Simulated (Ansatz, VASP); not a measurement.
**Nb in VASP and in Ansatz**

File INCAR:

```
SYSTEM = Nb
PREC = Accurate
ENCUT = 520
EDIFF = 1E-7
ISMEAR = -1
SIGMA = 0.08
LREAL = .FALSE.
LASPH = .TRUE.
NELM = 100
ALGO = Normal
ISIF = 2
LWAVE = .FALSE.
LCHARG = .TRUE.
GGA = PS
LELF = .TRUE.
LVHAR = .TRUE.
NBANDS = 12
```

The input KPOINTS:

```
regular mesh
0
G
  13 13 13
  0 0 0
```

File POSCAR:

```
Nb
1.0
    0.0000000000      2.1573000000      2.1150000000
    2.1573000000      0.0000000000      2.1150000000
    2.1573000000      2.1573000000      0.0000000000
Nb
1
Direct
    0.0000000000      0.0000000000      0.0000000000
```

Input for Ansatz:

```yaml
crystal:
  lattice:
    - [0.0, 2.1573, 2.115]
    - [2.1573, 0.0, 2.115]
    - [2.1573, 2.1573, 0.0]
  atoms:
    - { symbol: Nb, position: [0.0, 0.0, 0.0] }
kpoints:
  mp_grid: { grid: [13, 13, 13] }
  band_path:
    path:
      - [0.0, 0.0, 0.0]
      - [0.0, 0.5, 0.5]
      - [0.25, 0.75, 0.5]
      - [0.0, 0.5, 0.0]
      - [0.0, 0.0, 0.0]
      - [0.5, 0.5, 0.0]
      - [0.38005, 0.61995, 0.0]
      - [-0.38005, 0.38005, 0.0]
      - [0.0, 0.0, 0.0]
    npoints: 5
scf:
  occupations: { method: fermi_dirac, width: 0.08 }
hamiltonian:
  xc: pbesol
  pseudopotentials: { kind: all_electron, lapw: { basis_error: 0.00025 } }
output:
  forces: true
  stress: true
  eigenvalues: true
```

Change from the starting cell: equal xx and yy strain of +2 %.

Alike in both runs: task single point; functional PBEsol; k mesh 13 × 13 × 13; occupations fermi-dirac, width 0.08 eV; no spin polarisation.

```csv
,VASP,Ansatz
version,VASP 6.6.1,Ansatz 0.2.0
potentials or method,"VASP PAW PBE potentials, release 64 (Nb_sv), cutoff 520 eV","all-electron LAPW, scalar-relativistic"
```

VASP gave:

- pressure (GPa): -12.5
- traceless stress, the component that is largest in VASP (GPa): -3.00

Task: What did Ansatz give for the same quantities?

Result: Pressure (GPa): -12.3; traceless stress, the component that is largest in VASP (GPa): -3.03.

VASP's potentials were made for PBE, not for PBEsol. Ansatz ran all-electron here, and VASP with PAW potentials.
